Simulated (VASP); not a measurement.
# NiO (Fm-3m) in VASP: single point with r2SCAN

Aim: the single point of NiO with r2SCAN.

All numbers are computed with VASP 6.6.1; they aren't measurements. Logs are shortened: lines on timing, memory, paths and dates and some standing lists are left out, and cuts for length are marked.

## Step 1: The cell of the first run

The structure is cubic, space group Fm-3m (No. 225). The conventional cell has a = 4.200 Å, b = 4.200 Å, c = 4.200 Å, α = 90.00°, β = 90.00°, γ = 90.00°. Ni (site symmetry m-3m) has 6 O at 2.10 Å within 2.8 Å. O (site symmetry m-3m) has 6 Ni at 2.10 Å within 2.8 Å.

## Step 2: Single point, r2SCAN, collinear spin, ferromagnetic start

Contents of POSCAR:

```
NiO
1.0
    0.0000000000      2.0999300000      2.0999300000
    2.0999300000      0.0000000000      2.0999300000
    4.1998600000      4.1998600000      0.0000000000
Ni O
2 2
Direct
    0.0000000000      0.0000000000      0.0000000000
    0.0000000000      0.0000000000      0.5000000000
    0.5000000000      0.5000000000      0.2500000000
    0.5000000000      0.5000000000      0.7500000000
```

Contents of INCAR.step1:

```
SYSTEM = NiO
  ALGO = Normal
  EDIFF = 1E-4
  ENCUT = 520
  GGA = PE
  ISMEAR = -1
  ISPIN = 2
  LASPH = .TRUE.
  LCHARG = .FALSE.
  LMAXMIX = 4
  LREAL = .FALSE.
  LWAVE = .TRUE.
  MAGMOM = 2 2 0 0
  NBANDS = 28
  NELM = 150
  PREC = Accurate
  SIGMA = 0.1
```

Contents of INCAR.step2:

```
SYSTEM = NiO
  ALGO = Normal
  EDIFF = 1E-6
  ENCUT = 520
  ISIF = 2
  ISMEAR = -1
  ISPIN = 2
  ISTART = 1
  LASPH = .TRUE.
  LCHARG = .TRUE.
  LELF = .TRUE.
  LMAXMIX = 4
  LMIXTAU = .TRUE.
  LORBIT = 11
  LREAL = .FALSE.
  LVHAR = .TRUE.
  LWAVE = .FALSE.
  MAGMOM = 2 2 0 0
  METAGGA = R2SCAN
  NBANDS = 28
  NELM = 150
  PREC = Accurate
  SIGMA = 0.1
```

Contents of KPOINTS:

```
k-points
0
G
  8 8 4
  0 0 0
```

Potentials or basis: VASP PAW PBE potentials, release 64 (Ni, O).

The run is started by

```sh
$ cat potpaw_PBE.64/Ni/POTCAR potpaw_PBE.64/O/POTCAR > POTCAR
$ cp INCAR.step1 INCAR
$ mpirun -np 1 vasp_std > vasp.out
$ cp INCAR.step2 INCAR
$ mpirun -np 1 vasp_std > vasp.out
```

OUTCAR:

```text
SYSTEM = NiO
   EDIFF = 1E-6
   ENCUT = 520
   ISIF = 2
   ISMEAR = -1
   ISPIN = 2
   ISTART = 1
   LASPH = .TRUE.
   LORBIT = 11
   LREAL = .FALSE.
   METAGGA = R2SCAN
   NELM = 150
   PREC = Accurate

 ion  position               nearest neighbor table
   1  0.000  0.000  0.000-   4 2.10   3 2.10   4 2.10   3 2.10   4 2.10   3 2.10   2 2.97   2 2.97
                             2 2.97   2 2.97   2 2.97   2 2.97
   2  0.000  0.000  0.500-   3 2.10   3 2.10   4 2.10   3 2.10   4 2.10   4 2.10   1 2.97   1 2.97
                             1 2.97   1 2.97   1 2.97   1 2.97
   3  0.500  0.500  0.250-   1 2.10   1 2.10   2 2.10   1 2.10   2 2.10   2 2.10
   4  0.500  0.500  0.750-   2 2.10   1 2.10   2 2.10   1 2.10   2 2.10   1 2.10

  LATTYP: Found a trigonal (rhomboedric) cell.
 ALAT       =     5.1437569956
 COS(alpha) =     0.8333333333

  Lattice vectors:

 A1 = (   4.1998600000,   2.0999300000,  -2.0999300000)
 A2 = (   2.0999300000,   2.0999300000,  -4.1998600000)
 A3 = (   2.0999300000,   4.1998600000,  -2.0999300000)

Analysis of symmetry for initial positions (statically):
=====================================================================
 Subroutine PRICEL returns following result:

  LATTYP: Found a face centered cubic cell.
 ALAT       =     4.1998600000
[... 12 lines left out ...]
 Subroutine GETGRP returns: Found 12 space group operations
 (whereof 12 operations were pure point group operations)
 out of a pool of 12 trial point group operations.

The static configuration has the point symmetry D_3d.

Analysis of symmetry for dynamics (positions and initial velocities):
=====================================================================
 Subroutine PRICEL returns following result:

  LATTYP: Found a face centered cubic cell.
 ALAT       =     4.1998600000
[... 12 lines left out ...]
 Subroutine GETGRP returns: Found 12 space group operations
 (whereof 12 operations were pure point group operations)
 out of a pool of 12 trial point group operations.

The dynamic configuration has the point symmetry D_3d.

Analysis of structural, dynamic, and magnetic symmetry:
=====================================================================
 Subroutine PRICEL returns following result:

  LATTYP: Found a face centered cubic cell.
 ALAT       =     4.1998600000
[... 12 lines left out ...]
 Subroutine GETGRP returns: Found 12 space group operations
 (whereof 12 operations were pure point group operations)
 out of a pool of 12 trial point group operations.

The overall configuration has the point symmetry D_3d.

 Subroutine INISYM returns: Found 12 space group operations
[... 144 lines left out ...]
   IVDW    =     0    specifies the selected vdW correction
   LEPSILON=     F    determine dielectric tensor
   LRPA    =     F    only Hartree local field effects (RPA)
 spin polarized calculation
  energy-cutoff  :      520.00
  volume of cell :       37.04
 maximum number of plane-waves:      1033
 NGX is ok and might be reduce to    24
   NGX = 11   NGY = 11   NGZ = 23

 number of electron      32.0000022 magnetization       3.9979919

 Free energy of the ion-electron system (eV)
  ---------------------------------------------------
  ext. energy  EPLUGINS =         0.00000000
  ---------------------------------------------------
  free energy    TOTEN  =       -40.22096979 eV

  energy without entropy =      -40.21977720  energy(sigma->0) =      -40.22037350

 E-fermi :   7.6995     XC(G=0): -13.3012

 val. band max:        7.2527717484   @ k =   0.0000   0.0000   0.0000
 cond. band min:       8.0191529275   @ k =   0.0000   0.0000   0.0000
 fundamental gap:      0.7663811791
 Fermi energy:         7.6994907074

 spin component 1

 k-point     1 :       0.0000    0.0000    0.0000
  band No.  band energies     occupation
      1     -13.6570      1.00000
      2     -12.3604      1.00000
      3      -0.7401      1.00000
      4       1.0991      1.00000
      5       1.0992      1.00000
      6       3.3107      1.00000
[... 733 lines left out ...]
     27      25.5968      0.00000
     28      29.0753      0.00000

 [... further k-points ...]

 spin component 2

 k-point     1 :       0.0000    0.0000    0.0000
  band No.  band energies     occupation
      1     -13.1266      1.00000
      2     -11.7469      1.00000
      3      -0.3001      1.00000
      4       2.9699      1.00000
      5       2.9700      1.00000
      6       5.0933      1.00000
[... 733 lines left out ...]
     27      26.0991      0.00000
     28      29.4373      0.00000

 [... further k-points ...]

------------------------ aborting loop because EDIFF is reached ----------------------------------------

  FORCE on cell =-STRESS in cart. coord.  units (eV):
  Direction    XX          YY          ZZ          XY          YZ          ZX
  --------------------------------------------------------------------------------------
  -------------------------------------------------------------------------------------
  Total       -0.3772697     -0.3772697     -0.3772697      0.0001179     -0.0001179     -0.0001179
  in kB      -16.3187935    -16.3187935    -16.3187935      0.0050998     -0.0050998     -0.0050998
  external PRESSURE =     -16.3187935 kB  Pullay stress =       0.0000000 kB

 VOLUME and BASIS-vectors are now :
 -----------------------------------------------------------------------------
  energy-cutoff  :      520.00
  volume of cell :       37.04
      direct lattice vectors                 reciprocal lattice vectors
     0.000000000  2.099930000  2.099930000    -0.238103175  0.238103175  0.238103175
     2.099930000  0.000000000  2.099930000     0.238103175 -0.238103175  0.238103175
     4.199860000  4.199860000  0.000000000     0.119051587  0.119051587 -0.119051587

 POSITION                                       TOTAL-FORCE (eV/Angst)
 -----------------------------------------------------------------------------------
      0.00000      0.00000      0.00000        -0.000000      0.000000      0.000000
      2.09993      2.09993      0.00000         0.000000      0.000000      0.000000
      2.09993      2.09993      2.09993        -0.000000     -0.000000     -0.000000
      4.19986      4.19986      2.09993         0.000000      0.000000     -0.000000
 -----------------------------------------------------------------------------------
    total drift:                                0.000000     -0.000000     -0.000000

  FREE ENERGIE OF THE ION-ELECTRON SYSTEM (eV)
  ---------------------------------------------------
  free  energy   TOTEN  =       -40.2209697921 eV

  energy  without entropy=      -40.2197772013  energy(sigma->0) =      -40.22037350

 total charge

# of ion       s       p       d       tot
------------------------------------------
    1        0.331   0.406   8.161   8.899
    2        0.331   0.406   8.161   8.899
    3        1.555   3.486   0.000   5.041
    4        1.555   3.486   0.000   5.041
--------------------------------------------------
tot          3.772   7.784  16.323  27.878

 magnetization (x)

# of ion       s       p       d       tot
------------------------------------------
    1        0.011   0.012   1.671   1.694
    2        0.011   0.012   1.671   1.694
    3        0.028   0.247   0.000   0.274
    4        0.028   0.247   0.000   0.274
--------------------------------------------------
tot          0.077   0.516   3.342   3.936
```

Wall time 5 min (1 thread of Intel Xeon 8259CL, shared host); peak memory 0.23 GiB.

What came out:

- Free energy: -40.2210 eV
- Pressure: -1.6 GPa
- Band gap on the k mesh: 0.77 eV
- Net moment: 4.00 μB per cell
- Site moments: Ni +1.69; O +0.27 μB
- Valence electrons inside the program's atomic spheres: Ni 8.90; O 5.04

Levels at points of the mesh, in eV from the valence-band top:
Spin up:
```
           k point  band 15  band 16  band 17  band 18  band 19  band 20  band 21  band 22
(0.00, 0.00, 0.00)    -2.47    -1.80     0.00     0.00     2.12     6.34    10.80    14.81
(0.50, 0.00, 0.00)    -2.15    -1.80     0.00     0.00     6.34     6.73    10.80    11.56
(0.00, 0.00, 0.50)    -0.98    -0.98    -0.98    -0.98     4.92     4.92    12.92    12.92
(0.50, 0.00, 0.50)    -1.59    -1.59    -1.30    -1.30     8.17     8.17    10.51    10.51
```
Spin down:
```
           k point  band 11  band 12  band 13  band 14  band 15  band 16  band 17  band 18
(0.00, 0.00, 0.00)    -2.02    -1.23    -1.23    -0.86     0.77     0.77     2.68     3.48
(0.50, 0.00, 0.00)    -1.23    -1.18    -1.18    -0.86     1.22     1.74     3.48     3.48
(0.00, 0.00, 0.50)    -1.58    -1.58    -1.38    -1.38     2.31     2.31     2.31     2.31
(0.50, 0.00, 0.50)    -1.18    -1.18    -1.00    -1.00     2.31     2.31     2.32     2.32
```

Caveat: semilocal functionals underestimate gaps, and a narrow one can read as zero; the PAW data sets were made with another functional, which shifts forces and pressure a little. A k mesh can miss the band edges.
